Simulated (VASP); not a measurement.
# NiSb (P6_3/mmc) in VASP: further runs

NiSb is run at these levels: PBEsol; tasks: single point.

All numbers are computed with VASP 6.6.1; they aren't measurements. Logs are shortened: lines on timing, memory, paths and dates and some standing lists are left out, and cuts for length are marked.

### 1 The cell of the first run

It takes space group P6_3/mmc (No. 194, hexagonal). Conventional cell: a = 3.832 Å, b = 3.832 Å, c = 4.962 Å, α = 90.00°, β = 90.00°, γ = 120.00°. Within 3.3 Å of Ni (site symmetry -3m) lie 2 Ni at 2.48 Å and 6 Sb at 2.54 Å. Within 3.3 Å of Sb (site symmetry -6m2) lie 6 Ni at 2.54 Å.

### 2 Single point, PBEsol

INCAR reads:

```
SYSTEM = NiSb
  ALGO = Normal
  EDIFF = 1E-7
  ENCUT = 520
  GGA = PS
  ISIF = 2
  ISMEAR = 0
  LASPH = .TRUE.
  LCHARG = .FALSE.
  LREAL = .FALSE.
  LWAVE = .FALSE.
  NBANDS = 23
  NELM = 60
  PREC = Accurate
  SIGMA = 0.1
```

KPOINTS reads:

```
k-points
0
G
  12 12 8
  0 0 0
```

POSCAR reads:

```
NiSb
1.0
    3.8324181933      0.0000000000      0.0000000000
   -1.9162090966      3.3189715133      0.0000000000
    0.0000000000      0.0000000000      4.9617416410
Ni Sb
2 2
Direct
    0.0000000000      0.0000000000      0.0000000000
    0.0000000000      0.0000000000      0.5000000000
    0.3333333333      0.6666666667      0.2500000000
    0.6666666667      0.3333333333      0.7500000000
```

Potentials or basis: VASP PAW PBE potentials, release 64 (Ni, Sb).

Launch:

```sh
> cat potpaw_PBE.64/Ni/POTCAR potpaw_PBE.64/Sb/POTCAR > POTCAR
> mpirun -np 1 vasp_std > vasp.out
```

OUTCAR:

```text
SYSTEM = NiSb
   EDIFF = 1E-7
   ENCUT = 520
   GGA = PS
   ISIF = 2
   ISMEAR = 0
   LASPH = .TRUE.
   LREAL = .FALSE.
   NELM = 60
   PREC = Accurate

 ion  position               nearest neighbor table
   1  0.000  0.000  0.000-   2 2.48   2 2.48   4 2.54   3 2.54   3 2.54   4 2.54   4 2.54   3 2.54

   2  0.000  0.000  0.500-   1 2.48   1 2.48   4 2.54   3 2.54   3 2.54   4 2.54   4 2.54   3 2.54

   3  0.333  0.667  0.250-   1 2.54   2 2.54   1 2.54   2 2.54   1 2.54   2 2.54   4 3.32   4 3.32
                             4 3.32   4 3.32   4 3.32   4 3.32
   4  0.667  0.333  0.750-   1 2.54   2 2.54   1 2.54   2 2.54   1 2.54   2 2.54   3 3.32   3 3.32
                             3 3.32   3 3.32   3 3.32   3 3.32

  LATTYP: Found a hexagonal cell.
 ALAT       =     3.8324181933
 C/A-ratio  =     1.2946764655

  Lattice vectors:

 A1 = (   3.8324181933,   0.0000000000,   0.0000000000)
 A2 = (  -1.9162090966,   3.3189715133,   0.0000000000)
 A3 = (   0.0000000000,   0.0000000000,   4.9617416410)

Analysis of symmetry for initial positions (statically):
=====================================================================
 Subroutine PRICEL returns:
 Original cell was already a primitive cell.

 Routine SETGRP: Setting up the symmetry group for a
 hexagonal supercell.

 Subroutine GETGRP returns: Found 24 space group operations
 (whereof 12 operations were pure point group operations)
 out of a pool of 24 trial point group operations.

The static configuration has the point symmetry D_3d.
 The point group associated with its full space group is D_6h.

Analysis of symmetry for dynamics (positions and initial velocities):
=====================================================================
 Subroutine PRICEL returns:
 Original cell was already a primitive cell.

 Routine SETGRP: Setting up the symmetry group for a
 hexagonal supercell.

 Subroutine GETGRP returns: Found 24 space group operations
 (whereof 12 operations were pure point group operations)
 out of a pool of 24 trial point group operations.

The dynamic configuration has the point symmetry D_3d.
 The point group associated with its full space group is D_6h.

 Subroutine INISYM returns: Found 24 space group operations
 (whereof 12 operations are pure point group operations),
 and found     1 'primitive' translations

----------------------------------------------------------------------------------------

                                     Primitive cell

  volume of cell :      63.1118

  direct lattice vectors                    reciprocal lattice vectors
     3.832418193  0.000000000  0.000000000     0.260931858  0.150649078  0.000000000
    -1.916209097  3.318971513  0.000000000     0.000000000  0.301298157  0.000000000
     0.000000000  0.000000000  4.961741641     0.000000000  0.000000000  0.201542134

  length of vectors
     3.832418193  3.832418193  4.961741641     0.301298157  0.301298157  0.201542134

  position of ions in fractional coordinates (direct lattice)
     0.000000000  0.000000000  0.000000000
     0.000000000  0.000000000  0.500000000
     0.333333333  0.666666667  0.250000000
     0.666666667  0.333333333  0.750000000

  ion indices of the primitive-cell ions
   primitive index   ion index
                 1           1
                 2           2
                 3           3
                 4           4

----------------------------------------------------------------------------------------

 KPOINTS: k-points

Automatic generation of k-mesh.
 Grid dimensions read from file:
 generate k-points for:   12   12    8

 Generating k-lattice:

  Cartesian coordinates                     Fractional coordinates (reciprocal lattice)
     0.021744322  0.012554090  0.000000000     0.083333333  0.000000000  0.000000000
     0.000000000  0.025108180  0.000000000     0.000000000  0.083333333  0.000000000
     0.000000000  0.000000000  0.025192767     0.000000000  0.000000000  0.125000000

  Length of vectors
     0.025108180  0.025108180  0.025192767

  Shift w.r.t. Gamma in fractional coordinates (k-lattice)
     0.000000000  0.000000000  0.000000000

 Subroutine IBZKPT returns following result:
 ===========================================

 Found     95 irreducible k-points:

 Following reciprocal coordinates:
            Coordinates               Weight
  0.000000  0.000000  0.000000      1.000000
  0.083333  0.000000  0.000000      6.000000
  0.166667  0.000000  0.000000      6.000000
  0.250000 -0.000000  0.000000      6.000000
  0.333333  0.000000  0.000000      6.000000
  0.416667 -0.000000  0.000000      6.000000
[... 16 lines left out ...]
  0.250000 -0.000000  0.125000     12.000000
  0.333333  0.000000  0.125000     12.000000
 [... further k-points ...]
   k-points           NKPTS =     95   k-points in BZ     NKDIM =     95   number of bands    NBANDS=     23
   number of dos      NEDOS =    301   number of ions     NIONS =      4
   total plane-waves  NPLWV =  36000
   dimension x,y,z NGX =    30 NGY =   30 NGZ =   40
   dimension x,y,z NGXF=    60 NGYF=   60 NGZF=   80
   ions per type =               2   2
   NGX,Y,Z   is equivalent  to a cutoff of  13.01, 13.01, 13.40 a.u.
   NGXF,Y,Z  is equivalent  to a cutoff of  26.03, 26.03, 26.80 a.u.
 SYSTEM =  NiSb
   PREC   = accura    normal or accurate (medium, high low for compatibility)
   ISTART =      0    job   : 0-new  1-cont  2-samecut
   ICHARG =      2    charge: 1-file 2-atom 10-const
   ISPIN  =      1    spin polarized calculation?
   LNONCOLLINEAR =      F non collinear calculations
   LSORBIT =      F    spin-orbit coupling
   LASPH  =      T    aspherical Exc in radial PAW
   ENCUT  =  520.0 eV  38.22 Ry    6.18 a.u.   7.13  7.13  9.23*2*pi/ulx,y,z
   NELM   =     60;   NELMIN=  2; NELMDL= -5     # of ELM steps
   EDIFF  = 0.1E-06   stopping-criterion for ELM
   LREAL  =      F    real-space projection
   EDIFFG = 0.1E-05   stopping-criterion for IOM
   NSW    =      0    number of steps for IOM
   IBRION =     -1    ionic relax: 0-MD 1-quasi-New 2-CG
   NFREE  =      0    steps in history (QN), initial steepest desc. (CG)
   ISIF   =      2    stress and relaxation
   ISYM   =      2    0-nonsym 1-usesym 2-fastsym
   POTIM  = 0.5000    time-step for ionic-motion
   TEBEG  =    0.0;   TEEND  =   0.0 temperature during run
   PSTRESS=    0.0 pullay stress
   NELECT =      30.0000    total number of electrons
   NUPDOWN=      -1.0000    fix difference up-down
   EMIN   =  10.00;   EMAX   =-10.00  energy-range for DOS
   EFERMI =   0.00;   METHOD = LEGACY
   ISMEAR =     0;   SIGMA  =   0.10  broadening in eV -4-tet -1-fermi 0-gaus
   EFERMI_NEDOS =   21; number of points for ismear=-14 and -15
   IALGO  =     38    algorithm
   IMIX   =      4    mixing-type and parameters
     AMIX     =   0.40;   BMIX     =  1.00
     AMIX_MAG =   1.60;   BMIX_MAG =  1.00
  volume/ion in A,a.u.               =      15.78       106.47
  Fermi-wavevector in a.u.,A,eV,Ry     =   1.277649  2.414407 22.209990  1.632388
  Thomas-Fermi vector in A             =   2.410237
   LORBIT       =      0    0 simple, 1 ext, 2 COOP (PROOUT), +10 PAW based schemes
   GGA     = PS    functional components
   LHFCALC =     F    Hartree Fock is set to
   AEXX    =    0.0000 exact exchange contribution
   IVDW    =     0    specifies the selected vdW correction
   LEPSILON=     F    determine dielectric tensor
   LRPA    =     F    only Hartree local field effects (RPA)
 non-spin polarized calculation
 Gauss-broadening in eV      SIGMA  =   0.10
  energy-cutoff  :      520.00
  volume of cell :       63.11
 maximum number of plane-waves:      1728
 NGX is ok and might be reduce to    30
   NGX = 15   NGY = 15   NGZ = 19

 number of electron      29.9999966 magnetization

 Free energy of the ion-electron system (eV)
  ---------------------------------------------------
  ext. energy  EPLUGINS =         0.00000000
  ---------------------------------------------------
  free energy    TOTEN  =       -22.56090076 eV

  energy without entropy =      -22.55215882  energy(sigma->0) =      -22.55652979

 E-fermi :  11.1887     XC(G=0): -12.0668

 val. band max:       11.1753854699   @ k =   0.1667   0.1667   0.3750
 cond. band min:      11.2056802126   @ k =   0.4167  -0.0000   0.1250
 fundamental gap:      0.0302947427
 Fermi energy:        11.1887140938

 k-point     1 :       0.0000    0.0000    0.0000
  band No.  band energies     occupation
      1      -2.5794      2.00000
      2       2.5983      2.00000
      3       4.3499      2.00000
      4       6.7477      2.00000
      5       6.7477      2.00000
      6       7.5444      2.00000
[... 15 lines left out ...]
     22      17.7579      0.00000
     23      19.2841      0.00000

 k-point     2 :       0.0833    0.0000    0.0000
  band No.  band energies     occupation
      1      -2.4849      2.00000
      2       2.5875      2.00000
      3       4.4554      2.00000
      4       6.7301      2.00000
      5       6.7696      2.00000
      6       7.5148      2.00000
[... 15 lines left out ...]
     22      17.9053      0.00000
     23      18.6468      0.00000

 k-point     3 :       0.1667    0.0000    0.0000
  band No.  band energies     occupation
      1      -2.2034      2.00000
      2       2.5375      2.00000
      3       4.7680      2.00000
      4       6.6212      2.00000
      5       6.8331      2.00000
      6       7.3897      2.00000
[... 15 lines left out ...]
     22      18.1747      0.00000
     23      18.3439      0.00000

 k-point     4 :       0.2500   -0.0000    0.0000
  band No.  band energies     occupation
      1      -1.7428      2.00000
      2       2.3902      2.00000
      3       5.2738      2.00000
      4       6.1672      2.00000
      5       6.9299      2.00000
      6       7.2442      2.00000
[... 15 lines left out ...]
     22      17.7308      0.00000
     23      18.7131      0.00000

 k-point     5 :       0.3333    0.0000    0.0000
  band No.  band energies     occupation
      1      -1.1209      2.00000
      2       2.0476      2.00000
      3       5.4468      2.00000
      4       5.9424      2.00000
      5       7.0365      2.00000
      6       7.2876      2.00000
[... 15 lines left out ...]
     22      17.5271      0.00000
     23      20.2234      0.00000

 k-point     6 :       0.4167   -0.0000    0.0000
  band No.  band energies     occupation
      1      -0.3832      2.00000
      2       1.4525      2.00000
      3       4.9329      2.00000
      4       6.7005      2.00000
      5       7.1119      2.00000
      6       7.4248      2.00000
[... 15 lines left out ...]
     22      17.5117      0.00000
     23      21.7741      0.00000

 k-point     7 :       0.5000   -0.0000    0.0000
  band No.  band energies     occupation
      1       0.1785      2.00000
      2       0.9215      2.00000
      3       4.7661      2.00000
      4       7.1349      2.00000
      5       7.2500      2.00000
      6       7.5075      2.00000
[... 353 lines left out ...]
     22      17.5475      0.00000
     23      18.8243      0.00000

 k-point    21 :       0.0833    0.0000    0.1250
  band No.  band energies     occupation
      1      -2.3880      2.00000
      2       1.9192      2.00000
      3       5.1751      2.00000
      4       6.8200      2.00000
      5       6.8267      2.00000
      6       7.5778      2.00000
[... 15 lines left out ...]
     22      17.9942      0.00000
     23      18.2299      0.00000

 k-point    22 :       0.1667    0.0000    0.1250
  band No.  band energies     occupation
      1      -2.1079      2.00000
      2       2.0019      2.00000
      3       5.2263      2.00000
      4       6.8214      2.00000
      5       6.8863      2.00000
      6       7.4492      2.00000
[... 15 lines left out ...]
     22      17.7475      0.00000
     23      18.9616      0.00000

 k-point    23 :       0.2500   -0.0000    0.1250
  band No.  band energies     occupation
      1      -1.6499      2.00000
      2       2.0484      2.00000
      3       5.2420      2.00000
      4       6.5370      2.00000
      5       6.9760      2.00000
      6       7.3588      2.00000
[... 15 lines left out ...]
     22      18.4894      0.00000
     23      19.1105      0.00000

 k-point    24 :       0.3333    0.0000    0.1250
  band No.  band energies     occupation
      1      -1.0329      2.00000
      2       1.9051      2.00000
      3       5.0282      2.00000
      4       6.2437      2.00000
      5       7.0732      2.00000
      6       7.5427      2.00000
[... 15 lines left out ...]
     22      18.6940      0.00000
     23      20.3185      0.00000

 [... further k-points ...]
[... 5 lines left out ...]
  --------------------------------------------------------------------------------------
  -------------------------------------------------------------------------------------
  Total        3.9200485      3.9200485      3.9871465      0.0000000      0.0000000      0.0000000
  in kB       99.5156662     99.5156662    101.2190398      0.0000000      0.0000000      0.0000000
  external PRESSURE =     100.0834574 kB  Pullay stress =       0.0000000 kB

 VOLUME and BASIS-vectors are now :
 -----------------------------------------------------------------------------
  energy-cutoff  :      520.00
  volume of cell :       63.11
      direct lattice vectors                 reciprocal lattice vectors
     3.832418193  0.000000000  0.000000000     0.260931858  0.150649078  0.000000000
    -1.916209097  3.318971513  0.000000000     0.000000000  0.301298157  0.000000000
     0.000000000  0.000000000  4.961741641     0.000000000  0.000000000  0.201542134

 POSITION                                       TOTAL-FORCE (eV/Angst)
 -----------------------------------------------------------------------------------
      0.00000      0.00000      0.00000        -0.000000      0.000000      0.000000
      0.00000      0.00000      2.48087        -0.000000      0.000000      0.000000
     -0.00000      2.21265      1.24044         0.000000     -0.000000     -0.000000
      1.91621      1.10632      3.72131         0.000000      0.000000     -0.000000
 -----------------------------------------------------------------------------------
    total drift:                                0.000000     -0.000000     -0.000000

  FREE ENERGIE OF THE ION-ELECTRON SYSTEM (eV)
  ---------------------------------------------------
  free  energy   TOTEN  =       -22.5609007630 eV

  energy  without entropy=      -22.5521588194  energy(sigma->0) =      -22.55652979
```

Run time: 2.4 min. Hardware: 1 thread of Intel Xeon Platinum 8259CL at 2.50GHz (Skylake/Cascade Lake), shared host; peak memory 0.26 GiB.

What came out:

```yaml
Free_energy: -22.5609 eV
Pressure: 10.0 GPa
Band_gap_on_the_k_mesh: zero (band 15 reaches 13.40 eV, above the bottom of band 16 at 9.68 eV)
```

Levels at points of the mesh, in eV from the Fermi level:
| k point | band 13 | band 14 | band 15 | band 16 | band 17 | band 18 |
| --- | --- | --- | --- | --- | --- | --- |
| (0.00, 0.00, 0.00) | -0.04 | 0.56 | 0.56 | 2.64 | 2.64 | 3.09 |
| (0.50, 0.00, 0.00) | -1.85 | -1.61 | -1.52 | -0.27 | 1.23 | 3.40 |
| (0.00, 0.00, 0.50) | 0.51 | 0.51 | 2.21 | 2.21 | 2.21 | 2.21 |
| (0.50, 0.00, 0.50) | -2.10 | -2.10 | 0.11 | 0.11 | 1.90 | 1.90 |

Caveat: the PAW data sets were made with another functional, which shifts forces and pressure a little; spin-orbit coupling is left out, which moves the levels of the heavy elements. Spin polarisation is off, so any magnetic state and its effect on volume and gap are missing.

### 3 Single point, PBEsol

This run uses another cell than the first one, of 16.26 Å³/atom, 1.030 times its volume.

INCAR reads:

```
SYSTEM = NiSb
PREC = Accurate
ENCUT = 520
EDIFF = 1E-6
ISMEAR = 0
SIGMA = 0.1
LREAL = .False.
LASPH = .True.
NELM = 80
ALGO = Normal
ISIF = 2
LWAVE = .False.
LCHARG = .False.
GGA = PS
NBANDS = 23
```

KPOINTS reads:

```
Automatic mesh
0
Gamma
  12 12 8
  0 0 0
```

POSCAR reads:

```
NiSb
1.0
    3.8709307632      0.0000000000      0.0000000000
   -1.9354653816      3.3523243772      0.0000000000
    0.0000000000      0.0000000000      5.0114329184
Ni Sb
2 2
Direct
    0.0000000000      0.0000000000      0.0000000000
    0.0000000000      0.0000000000      0.5000000000
    0.3333333333      0.6666666667      0.2500000000
    0.6666666667      0.3333333333      0.7500000000
```

Potentials or basis: VASP PAW PBE potentials, release 64 (Ni, Sb).

Launch:

```sh
> cat potpaw_PBE.64/Ni/POTCAR potpaw_PBE.64/Sb/POTCAR > POTCAR
> mpirun -np 1 vasp_std > vasp.out
```

It took 2.2 min on 1 thread of Intel Xeon Platinum 8259CL at 2.50GHz (Skylake/Cascade Lake), shared host; peak memory 0.27 GiB.

The run converged. Its results:

```
Free energy            : -22.6502 eV
Pressure               : 5.0 GPa
Band gap on the k mesh : zero (band 15 reaches 12.85 eV, above the bottom of band 16 at 9.28 eV)
```

Stress tensor (GPa, compression positive):
```
4.99 0.00 0.00
0.00 4.99 0.00
0.00 0.00 5.14
```

Levels at points of the mesh, in eV from the Fermi level:
| k point | band 13 | band 14 | band 15 | band 16 | band 17 | band 18 |
| --- | --- | --- | --- | --- | --- | --- |
| (0.00, 0.00, 0.00) | -0.03 | 0.55 | 0.55 | 2.56 | 2.56 | 3.07 |
| (0.50, 0.00, 0.00) | -1.76 | -1.52 | -1.44 | -0.32 | 1.20 | 3.39 |
| (0.00, 0.00, 0.50) | 0.41 | 0.41 | 2.15 | 2.15 | 2.15 | 2.15 |
| (0.50, 0.00, 0.50) | -1.99 | -1.99 | 0.14 | 0.14 | 1.81 | 1.81 |

Caveat: the PAW data sets were made with another functional, which shifts forces and pressure a little; spin-orbit coupling is left out, which moves the levels of the heavy elements.
